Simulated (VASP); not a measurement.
Input of a VASP 6.6.1 run:

INCAR

```
ALGO = Normal
EDIFF = 1E-7
ENCUT = 520
GGA = PE
ISIF = 2
ISMEAR = -1
LASPH = True
LCHARG = True
LELF = True
LREAL = False
LVHAR = True
LWAVE = False
NBANDS = 16
NELM = 100
PREC = Accurate
SIGMA = 0.08
```

File KPOINTS:

```
k-points
0
Gamma
  13 13 13
```

POSCAR

```
CdS
1.0
    0.0000000000      2.4729408194      2.4729408194
    2.4729408194      0.0000000000      2.4729408194
    2.4729408194      2.4729408194      0.0000000000
Cd S
1 1
Direct
    0.0000000000      0.0000000000      0.0000000000
    0.2500000000      0.2500000000      0.2500000000
```

Potentials or basis: VASP PAW PBE potentials, release 64 (Cd, S).

Run with:

```console
$ cat potpaw_PBE.64/Cd/POTCAR potpaw_PBE.64/S/POTCAR > POTCAR
$ mpirun -np 1 vasp_std > vasp.out
```

(1) Predict the pressure.

(2) Predict the band gap on the k mesh.

## Answers

(1) 102.7 GPa.

(2) 1.91 eV, direct.
